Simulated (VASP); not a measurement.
# GdO (F-43m) in VASP: further runs, part 2 of 2

VASP 6.6.1. The steps go on from the part before.

### 5 Single point, PBE, collinear spin, ferromagnetic start

This run uses another cell than the first one, of 20.47 Å³/atom.

Input file INCAR:

```
ALGO = Normal
EDIFF = 1E-7
ENCUT = 520
GGA = PE
ISIF = 2
ISMEAR = -1
ISPIN = 2
LASPH = True
LCHARG = False
LMAXMIX = 6
LORBIT = 11
LREAL = False
LWAVE = False
MAGMOM = 7 0
NBANDS = 23
NELM = 150
PREC = Accurate
SIGMA = 0.05
```

Input file KPOINTS:

```
k-points
0
Gamma
  9 9 9
```

Input file POSCAR:

```
GdO
1.0
    0.0000000000      2.7355303903      2.7355303903
    2.7355303903      0.0000000000      2.7355303903
    2.7355303903      2.7355303903      0.0000000000
Gd O
1 1
Direct
    0.0000000000      0.0000000000      0.0000000000
    0.7500000000      0.7500000000      0.7500000000
```

On the command line:

```console
cat potpaw_PBE.64/Gd/POTCAR potpaw_PBE.64/O/POTCAR > POTCAR
mpirun -np 1 vasp_std > vasp.out
```

It took 66 s on 1 thread of Intel Xeon 6975P-C (Granite Rapids), shared host; peak memory 0.23 GiB.

It converged, with:

```yaml
Free_energy: -22.0357 eV
Pressure: -3.9 GPa
Net_moment: 7.56 μB per cell
Site_moments: Gd +6.86; O -0.02 μB
Valence_electrons_inside_the_program's_atomic_spheres: Gd 15.19; O 4.98
```

Levels at points of the mesh, in eV from the Fermi level:
Spin up:
```
           k point  band 13  band 14  band 15  band 16  band 17  band 18  band 19  band 20
(0.00, 0.00, 0.00)    -4.66    -4.66    -4.66    -2.20     2.54     2.54     4.36     4.36
```
Spin down:
| k point | band 5 | band 6 | band 7 | band 8 | band 9 | band 10 | band 11 | band 12 |
| --- | --- | --- | --- | --- | --- | --- | --- | --- |
| (0.00, 0.00, 0.00) | -19.22 | -5.35 | -5.35 | -5.35 | -1.39 | 0.37 | 0.37 | 0.37 |

Caveat: the cell stands under tension; spin-orbit coupling is left out, which moves the levels of the heavy elements; a cell with one magnetic atom can't hold antiferromagnetic order, which such compounds often take; semilocal functionals describe open f shells poorly, which spoils levels, moments and volumes. The state reached can hang on the start; a lower one may exist.

### 6 Single point, PBEsol, non-collinear spin, typed start, spin-orbit coupling

Input file INCAR:

```
ALGO = Normal
EDIFF = 1E-7
ENCUT = 520
GGA = PS
GGA_COMPAT = F
ISIF = 2
ISMEAR = -1
LASPH = T
LCHARG = F
LMAXMIX = 6
LORBIT = 11
LORBMOM = T
LREAL = F
LSORBIT = T
LWAVE = F
MAGMOM = 4.041 4.041 4.041 0 0 0
NBANDS = 36
NELM = 150
PREC = Accurate
SIGMA = 0.05
```

KPOINTS is that of step 5.

Input file POSCAR:

```
GdO
1.0
    0.0000000000      2.7000000000      2.7000000000
    2.7000000000      0.0000000000      2.7000000000
    2.7000000000      2.7000000000      0.0000000000
Gd O
1 1
Direct
    0.0000000000      0.0000000000      0.0000000000
    0.7500000000      0.7500000000      0.7500000000
```

Potentials or basis: VASP PAW PBE potentials, release 64 (Gd, O).

On the command line:

```console
cat potpaw_PBE.64/Gd/POTCAR potpaw_PBE.64/O/POTCAR > POTCAR
mpirun -np 1 vasp_ncl > vasp.out
```

OUTCAR:

```text
EDIFF = 1E-7
   ENCUT = 520
   GGA = PS
   ISIF = 2
   ISMEAR = -1
   LASPH = T
   LORBIT = 11
   LREAL = F
   LSORBIT = T
   NELM = 150
   PREC = Accurate

 ion  position               nearest neighbor table
   1  0.000  0.000  0.000-   2 2.34   2 2.34   2 2.34   2 2.34
   2  0.750  0.750  0.750-   1 2.34   1 2.34   1 2.34   1 2.34

  LATTYP: Found a face centered cubic cell.
 ALAT       =     5.4000000000

  Lattice vectors:

 A1 = (   0.0000000000,   2.7000000000,   2.7000000000)
 A2 = (   2.7000000000,   0.0000000000,   2.7000000000)
 A3 = (   2.7000000000,   2.7000000000,   0.0000000000)

Analysis of symmetry for initial positions (statically):
=====================================================================
 Subroutine PRICEL returns:
 Original cell was already a primitive cell.

 Routine SETGRP: Setting up the symmetry group for a
 face centered cubic supercell.

 Subroutine GETGRP returns: Found 24 space group operations
 (whereof 24 operations were pure point group operations)
 out of a pool of 48 trial point group operations.

The static configuration has the point symmetry T_d .

Analysis of symmetry for dynamics (positions and initial velocities):
=====================================================================
 Subroutine PRICEL returns:
 Original cell was already a primitive cell.

 Routine SETGRP: Setting up the symmetry group for a
 face centered cubic supercell.

 Subroutine GETGRP returns: Found 24 space group operations
 (whereof 24 operations were pure point group operations)
 out of a pool of 48 trial point group operations.

The dynamic configuration has the point symmetry T_d .

Analysis of structural, dynamic, and magnetic symmetry:
=====================================================================
 Subroutine PRICEL returns:
 Original cell was already a primitive cell.

 Routine SETGRP: Setting up the symmetry group for a
 face centered cubic supercell.

 Subroutine GETGRP returns: Found  3 space group operations
 (whereof  3 operations were pure point group operations)
 out of a pool of 48 trial point group operations.

The overall configuration has the point symmetry C_3 .

 Subroutine INISYM returns: Found  3 space group operations
 (whereof  3 operations are pure point group operations),
 and found     1 'primitive' translations

----------------------------------------------------------------------------------------

                                     Primitive cell

  volume of cell :      39.3660

  direct lattice vectors                    reciprocal lattice vectors
     0.000000000  2.700000000  2.700000000    -0.185185185  0.185185185  0.185185185
     2.700000000  0.000000000  2.700000000     0.185185185 -0.185185185  0.185185185
[... 1081 lines left out ...]
  -------------------------------------------------------------------------------------
  Total       -1.0717887     -1.0717887     -1.0717887     -0.0013176     -0.0013176     -0.0013176
  in kB      -43.6212846    -43.6212846    -43.6212846     -0.0536255     -0.0536255     -0.0536255
  external PRESSURE =     -43.6212846 kB  Pullay stress =       0.0000000 kB

 VOLUME and BASIS-vectors are now :
 -----------------------------------------------------------------------------
  energy-cutoff  :      520.00
  volume of cell :       39.37
      direct lattice vectors                 reciprocal lattice vectors
     0.000000000  2.700000000  2.700000000    -0.185185185  0.185185185  0.185185185
     2.700000000  0.000000000  2.700000000     0.185185185 -0.185185185  0.185185185
     2.700000000  2.700000000  0.000000000     0.185185185  0.185185185 -0.185185185

 POSITION                                       TOTAL-FORCE (eV/Angst)
 -----------------------------------------------------------------------------------
      0.00000      0.00000      0.00000        -0.000679     -0.000679     -0.000679
      4.05000      4.05000      4.05000         0.000679      0.000679      0.000679
 -----------------------------------------------------------------------------------
    total drift:                               -0.000002     -0.000002     -0.000002

  FREE ENERGIE OF THE ION-ELECTRON SYSTEM (eV)
  ---------------------------------------------------
  free  energy   TOTEN  =       -23.3228057658 eV

  energy  without entropy=      -23.3033083583  energy(sigma->0) =      -23.31305706

 orbital moment (x)

 # of ion     p       d       f       tot
 ------------------------------------------------
  1        -0.006  -0.006   0.112   0.100
  2         0.000   0.000   0.000   0.000
 ------------------------------------------------
           -0.006  -0.006   0.112   0.100

 orbital moment (y)

 # of ion     p       d       f       tot
 ------------------------------------------------
  1        -0.006  -0.006   0.112   0.100
  2         0.000   0.000   0.000   0.000
 ------------------------------------------------
           -0.006  -0.006   0.112   0.100

 orbital moment (z)

 # of ion     p       d       f       tot
 ------------------------------------------------
  1        -0.006  -0.006   0.112   0.100
  2         0.000   0.000   0.000   0.000
 ------------------------------------------------
           -0.006  -0.006   0.112   0.100

 Spin-Orbit-Coupling matrix elements

 Ion:    1  E_soc:     -1.2540987
 l=   1
     0.0000000    -0.1619245    -0.1619245
    -0.1619245     0.0000000    -0.1619245
    -0.1619245    -0.1619245     0.0000000
 l=   2
     0.0000000    -0.0002604     0.0000000    -0.0002604    -0.0011830
    -0.0002604     0.0000000    -0.0008872    -0.0002604    -0.0002958
     0.0000000    -0.0008872     0.0000000    -0.0008873     0.0000000
    -0.0002604    -0.0002604    -0.0008873     0.0000000    -0.0002957
    -0.0011830    -0.0002958     0.0000000    -0.0002957     0.0000000
 l=   3
     0.0000000    -0.0053446     0.0000000     0.0000000     0.0000000    -0.0047642    -0.0282174
    -0.0053446     0.0000000    -0.0089076     0.0000000    -0.0089076    -0.0142522    -0.0053446
     0.0000000    -0.0089076     0.0000000    -0.0188687    -0.0031790    -0.0077634     0.0000000
     0.0000000     0.0000000    -0.0188687     0.0000000    -0.0188687     0.0000000     0.0000000
     0.0000000    -0.0089076    -0.0031790    -0.0188687     0.0000000    -0.0077634     0.0000000
    -0.0047642    -0.0142522    -0.0077634     0.0000000    -0.0077634     0.0000000    -0.0047642
    -0.0282174    -0.0053446     0.0000000     0.0000000     0.0000000    -0.0047642     0.0000000

 Ion:    2  E_soc:     -0.0005750
 l=   1
     0.0000000    -0.0000958    -0.0000958
    -0.0000958     0.0000000    -0.0000958
    -0.0000958    -0.0000958     0.0000000
 l=   2
     0.0000000     0.0000000     0.0000000     0.0000000     0.0000000
     0.0000000     0.0000000     0.0000000     0.0000000     0.0000000
     0.0000000     0.0000000     0.0000000     0.0000000     0.0000000
     0.0000000     0.0000000     0.0000000     0.0000000     0.0000000
     0.0000000     0.0000000     0.0000000     0.0000000     0.0000000
 l=   3
     0.0000000     0.0000000     0.0000000     0.0000000     0.0000000     0.0000000     0.0000000
     0.0000000     0.0000000     0.0000000     0.0000000     0.0000000     0.0000000     0.0000000
     0.0000000     0.0000000     0.0000000     0.0000000     0.0000000     0.0000000     0.0000000
     0.0000000     0.0000000     0.0000000     0.0000000     0.0000000     0.0000000     0.0000000
     0.0000000     0.0000000     0.0000000     0.0000000     0.0000000     0.0000000     0.0000000
     0.0000000     0.0000000     0.0000000     0.0000000     0.0000000     0.0000000     0.0000000
     0.0000000     0.0000000     0.0000000     0.0000000     0.0000000     0.0000000     0.0000000

 total charge

# of ion       s       p       d       f       tot
--------------------------------------------------
    1        2.030   5.636   0.475   7.086  15.228
    2        1.564   3.405   0.000   0.000   4.969
--------------------------------------------------
tot          3.594   9.042   0.475   7.086  20.197

 magnetization (x)

# of ion       s       p       d       f       tot
--------------------------------------------------
    1        0.001  -0.026   0.101   3.854   3.930
    2        0.001  -0.018   0.000   0.000  -0.017
--------------------------------------------------
tot          0.002  -0.044   0.101   3.854   3.912

 magnetization (y)

# of ion       s       p       d       f       tot
--------------------------------------------------
    1        0.001  -0.026   0.101   3.854   3.930
    2        0.001  -0.018   0.000   0.000  -0.017
--------------------------------------------------
tot          0.002  -0.044   0.101   3.854   3.912

 magnetization (z)

# of ion       s       p       d       f       tot
--------------------------------------------------
    1        0.001  -0.026   0.101   3.854   3.930
    2        0.001  -0.018   0.000   0.000  -0.017
--------------------------------------------------
tot          0.002  -0.044   0.101   3.854   3.912
```

stdout:

```text
POSCAR found type information on POSCAR GdO
 POSCAR found :  2 types and       2 ions
 scaLAPACK will be used
 -----------------------------------------------------------------------------
|                                                                             |
|                                                                             |
|     You enforced a specific xc type in the INCAR file but a different       |
|     I HOPE YOU KNOW WHAT YOU ARE DOING!                                     |
|                                                                             |
 -----------------------------------------------------------------------------

 LDA part: xc-table for (Slater+PW92), standard interpolation
 POSCAR, INCAR and KPOINTS ok, starting setup
 FFT: planning ... GRIDC
 FFT: planning ... GRID_SOFT
 FFT: planning ... GRID
 WAVECAR not read
 entering main loop
```

Wall time 14 min (1 thread of Intel Xeon 6975P-C (Granite Rapids), shared host); peak memory 0.66 GiB.

Results:

```
Free energy                                           : -23.3228 eV
Pressure                                              : -4.4 GPa
Net moment                                            : 7.45 μB per cell
Valence electrons inside the program's atomic spheres : Gd 15.23; O 4.97
```

Moments on the atoms (μB; x, y, z):
```
Gd   3.93  3.93  3.93
O   -0.02 -0.02 -0.02
```

Caveat: the cell stands under tension; the PAW data sets were made with another functional, which shifts forces and pressure a little; a cell with one magnetic atom can't hold antiferromagnetic order, which such compounds often take; semilocal functionals describe open f shells poorly, which spoils levels, moments and volumes. The state reached can hang on the start; a lower one may exist.

### 7 Overview

```csv
level,spin,cell,k mesh,grid for exact exchange (PRECFOCK),share of exact exchange,gap on the mesh (eV),pressure (GPa),moment (μB)
PBE-based global hybrid with 50 % exact exchange,"collinear, ferromagnetic start","a = 3.818 Å, angles 60.0°, 2 atoms",5 × 5 × 5,Normal,0.5,1.83,-3.4,8.00
PBE,"collinear, ferromagnetic start","a = 3.793 Å, angles 60.0°, 2 atoms",9 × 9 × 9,-,-,none,1.4,7.57
PBE,"collinear, ferromagnetic start","a = 3.818 Å, angles 60.0°, 2 atoms",9 × 9 × 9,-,-,none,-0.5,7.57
PBE,"collinear, ferromagnetic start","a = 3.869 Å, angles 60.0°, 2 atoms",9 × 9 × 9,-,-,none,-3.9,7.56
PBEsol,"non-collinear, typed start, SOC","a = 3.818 Å, angles 60.0°, 2 atoms",9 × 9 × 9,-,-,-,-4.4,7.45
```

Alike in all rows: task single point; potentials or basis VASP PAW PBE potentials, release 64 (Gd, O); cutoff (eV) 520; smearing fermi-dirac 0.05 eV.

The pressure there spans -4.4 GPa (PBEsol) to -0.5 GPa (PBE); a positive pressure means that this level wants a larger cell, a negative one a smaller.

Caveats: a cell with one magnetic atom can't hold antiferromagnetic order, which such compounds often take; spin-orbit coupling is left out, which moves the levels of the heavy elements (at least some runs); semilocal functionals describe open f shells poorly, which spoils levels, moments and volumes (at least some runs); the cell stands under tension (at least some runs); the PAW data sets were made with another functional, which shifts forces and pressure a little (at least some runs); an odd mesh through Γ misses points on the zone boundary, where band edges can lie (at least some runs).

Total energies depend on the potentials used, so only differences within one code and one set of settings carry meaning.
